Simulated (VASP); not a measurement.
Here is a VASP 6.6.1 calculation.

File POSCAR:

```
Os
1.0
    1.9125473806      1.1042097450      2.7339624541
   -1.9125473806      1.1042097450      2.7339624541
    0.0000000000     -2.2084194901      2.7339624541
Os
2
Direct
    0.2183228719      0.2183228719      0.2183228719
    0.7816771281      0.7816771281      0.7816771281
```

File INCAR.step1:

```
SYSTEM = Os
PREC     = Accurate       ! precision mode
ENCUT    = 620            ! plane-wave cutoff, eV
ISMEAR   = 0              ! smearing method
SIGMA    = 0.1            ! smearing width, eV
LREAL    = .FALSE.        ! projectors in reciprocal space
LASPH    = .TRUE.         ! aspherical terms in the spheres
NELM     = 120            ! most SCF steps
NBANDS   = 23             ! bands
GGA      = PE             ! functional
ALGO     = Normal         ! electronic algorithm
EDIFF    = 1E-5           ! SCF threshold, eV
LWAVE    = .TRUE.         ! write WAVECAR
LCHARG   = .FALSE.        ! write CHGCAR
GGA_COMPAT= .FALSE.
```

File INCAR.step2:

```
SYSTEM = Os
PREC     = Accurate       ! precision mode
ENCUT    = 620            ! plane-wave cutoff, eV
EDIFF    = 1E-6           ! SCF threshold, eV
ISMEAR   = 0              ! smearing method
SIGMA    = 0.1            ! smearing width, eV
LREAL    = .FALSE.        ! projectors in reciprocal space
LASPH    = .TRUE.         ! aspherical terms in the spheres
NELM     = 120            ! most SCF steps
ALGO     = Normal         ! electronic algorithm
ISIF     = 2              ! what is computed and relaxed
LWAVE    = .FALSE.        ! write WAVECAR
LCHARG   = .FALSE.        ! write CHGCAR
METAGGA  = R2SCAN         ! meta-GGA
LMIXTAU  = .TRUE.       
NBANDS   = 23             ! bands
ISTART   = 1            
GGA_COMPAT= .FALSE.
```

File KPOINTS:

```
Automatic mesh
0
G
  6 6 6
  0 0 0
```

Potentials or basis: VASP PAW PBE potentials, release 64 (Os_sv_GW).

Command:

```console
$ cat potpaw_PBE.64/Os_sv_GW/POTCAR > POTCAR
$ cp INCAR.step1 INCAR
$ mpirun -np 1 vasp_std > vasp.out
$ cp INCAR.step2 INCAR
$ mpirun -np 1 vasp_std > vasp.out
```

Q: Predict the band gap on the k mesh.

A: Zero (bands 16 and 17 overlap by 2.05 eV).

Q: What does it give for the pressure?

A: -0.5 GPa.

Q: Predict the largest force.

A: 0.004 eV/Å.

Stress tensor (GPa, compression positive):
```
-0.38  0.00  0.00
 0.00 -0.38  0.00
 0.00  0.00 -0.61
```

Caveat: the PAW data sets were made with another functional, which shifts forces and pressure a little; spin-orbit coupling is left out, which moves the levels of the heavy elements.
